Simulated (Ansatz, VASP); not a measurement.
## Se: VASP beside Ansatz

INCAR

```
SYSTEM = Se
ALGO = Normal ; EDIFF = 1E-6
EDIFFG = -0.01 ; ENCUT = 520
GGA = PE ; IBRION = 2
ISIF = 2 ; ISMEAR = 0
IVDW = 12 ; LASPH = .True.
LCHARG = .False. ; LREAL = .False.
LWAVE = .False. ; NELM = 80
NSW = 80 ; PREC = Accurate
SIGMA = 0.01
```

File KPOINTS:

```
k-points
0
Gamma
  1 1 1
  0 0 0
```

POSCAR

```
Se
1.0
   13.2000000000      0.0000000000      0.0000000000
    0.0000000000     13.2000000000      0.0000000000
    0.0000000000      0.0000000000     10.5000000000
Se
6
Direct
    0.5554659431      0.6523032928      0.5547026915
    0.3403685078      0.4718832694      0.5547026915
    0.6041655491      0.3758134379      0.5547026915
    0.4445340569      0.3476967072      0.4452973085
    0.6596314922      0.5281167306      0.4452973085
    0.3958344509      0.6241865621      0.4452973085
```

Input for Ansatz:

```yaml
crystal:
  lattice:
    - [13.2, 0.0, 0.0]
    - [0.0, 13.2, 0.0]
    - [0.0, 0.0, 10.5]
  atoms:
    - { symbol: Se, position: [0.5554659431, 0.6523032928, 0.5547026915] }
    - { symbol: Se, position: [0.3403685078, 0.4718832694, 0.5547026915] }
    - { symbol: Se, position: [0.6041655491, 0.3758134379, 0.5547026915] }
    - { symbol: Se, position: [0.4445340569, 0.3476967072, 0.4452973085] }
    - { symbol: Se, position: [0.6596314922, 0.5281167306, 0.4452973085] }
    - { symbol: Se, position: [0.3958344509, 0.6241865621, 0.4452973085] }
basis:
  ecutwfc: 420
kpoints:
  mp_grid: { grid: [1, 1, 1] }
hamiltonian:
  xc: pbe
  dispersion: d3bj
scf:
  occupations: { method: gaussian, width: 0.01 }
output:
  forces: true
  eigenvalues: true
relax:
  adjacent_minimum: "off"
  f_tol: 0.01
  max_steps: 60
```

Alike in both runs: task relaxation of the atoms; functional PBE; dispersion D3(BJ); k mesh 1 × 1 × 1; occupations gaussian, width 0.01 eV; no spin polarisation.

|  | VASP | Ansatz |
| --- | --- | --- |
| version | VASP 6.6.1 | Ansatz 0.2.0 |
| potentials or method | VASP PAW PBE potentials, release 64 (Se), cutoff 520 eV | scalar-relativistic, plane waves, PAW |
| valence electrons in the cell | 36 | 96 |

|  | VASP | Ansatz | Ansatz less VASP |
| --- | --- | --- | --- |
| gap on the k mesh at the Fermi level, each at its own relaxed structure (eV) | 2.31 | 2.31 | +0.006 |

VASP's potentials hold 36 valence electrons a cell and Ansatz's 96, so a difference there can come from the potentials and not from the codes.
